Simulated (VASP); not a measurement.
Set up this calculation in VASP 6.6.1, as the native input.

```
Task                   : single point
Functional             : LDA
Potentials or basis    : VASP PAW LDA potentials, release 64 (La, Hg)
Cutoff                 : 520 eV
k mesh                 : 8 × 8 × 9
Occupations            : fermi-dirac, width 0.08 eV
Spin                   : no spin polarisation
Dipole correction      : no
Further INCAR settings : ALGO = Normal; EDIFF = 1e-06; NBANDS = 24
```

The structure of LaHg2 lies in POSCAR:

```
LaHg2
1.0
    4.9744701648      0.0000000000      0.0000000000
   -2.4872350825      4.3080175332      0.0000000000
    0.0000000000      0.0000000000      3.6520931121
La Hg
1 2
Direct
    0.0000000000      0.0000000000      0.0000000000
    0.3333333333      0.6666666667      0.5000000000
    0.6666666667      0.3333333333      0.5000000000
```

These files were run (other wordings do the same):

INCAR

```
SYSTEM = LaHg2
ALGO = Normal
EDIFF = 1E-6
ENCUT = 520
ISIF = 2
ISMEAR = -1
LASPH = .TRUE.
LCHARG = .TRUE.
LELF = .TRUE.
LREAL = .FALSE.
LVHAR = .TRUE.
LWAVE = .FALSE.
NBANDS = 24
NELM = 60
PREC = Accurate
SIGMA = 0.08
```

KPOINTS

```
k-points
0
G
  8 8 9
  0 0 0
```

Potentials or basis: VASP PAW LDA potentials, release 64 (La, Hg).

Launch:

```sh
$ cat potpaw_LDA.64/La/POTCAR potpaw_LDA.64/Hg/POTCAR > POTCAR
$ mpirun -np 1 vasp_std > vasp.out
```

Results of the run:

* Pressure: -3.2 GPa
* Band gap on the k mesh: zero (an odd number of electrons rules out a gap without spin polarisation)

Caveat: the cell stands under tension; spin-orbit coupling is left out, which moves the levels of the heavy elements.

It took 51 s on 1 thread of Intel(R) Xeon(R) 6975P-C (Granite Rapids), on a shared host, peak memory 0.24 GiB.
